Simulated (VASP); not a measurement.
# Bi: single point with PBEsol

Crystal: Bi.

```xyz
2
Lattice="3.4466 0.0000 0.0000 -1.7233 2.9848 0.0000 0.0000 0.0000 5.7948" Properties=species:S:1:pos:R:3 pbc="T T T"
Bi    0.0000    1.9899    1.4487
Bi    1.7233    0.9949    4.3461
```

* Program: VASP 6.6.1
* Task: single point
* Functional: PBEsol
* Potentials or basis: VASP PAW PBE potentials, release 64 (Bi_d)
* Cutoff: 520 eV
* k mesh: 6 × 6 × 4
* Occupations: gaussian, width 0.1 eV
* Spin: no spin polarisation
* Dipole correction: no
* Further INCAR settings: ALGO = Fast; EDIFF = 1e-07; NBANDS = 22

```yaml
Pressure: -0.1 GPa
Band_gap_on_the_k_mesh: zero (band 15 reaches 12.95 eV, above the bottom of band 16 at 5.37 eV)
```

Stress tensor (GPa, compression positive):
```
-0.08  0.00  0.00
 0.00 -0.08  0.00
 0.00  0.00 -0.16
```

Levels at points of the mesh, in eV from the Fermi level:
```
           k point  band 11  band 12  band 13  band 14  band 15  band 16  band 17  band 18  band 19  band 20
(0.00, 0.00, 0.00)   -14.20   -11.34    -5.87     3.57     3.57     4.60     5.11     5.11     7.26     8.04
(0.50, 0.00, 0.00)   -11.13   -10.08    -4.99    -3.61    -2.30    -0.09     0.30     3.25     4.74     6.92
(0.00, 0.00, 0.50)   -13.15   -13.15    -1.65    -1.65     4.30     4.30     4.30     4.30     8.08     8.08
(0.50, 0.00, 0.50)   -10.53   -10.53    -5.38    -5.38     1.18     1.18     1.47     1.47     5.34     5.34
```

Run time: 43 s on 1 thread of Intel(R) Xeon(R) Platinum 8259CL CPU @ 2.50GHz (Skylake/Cascade Lake), with other jobs on the host, peak memory 0.18 GiB.

Caveat: the PAW data sets were made with another functional, which shifts forces and pressure a little; spin-orbit coupling is left out, which moves the levels of the heavy elements.
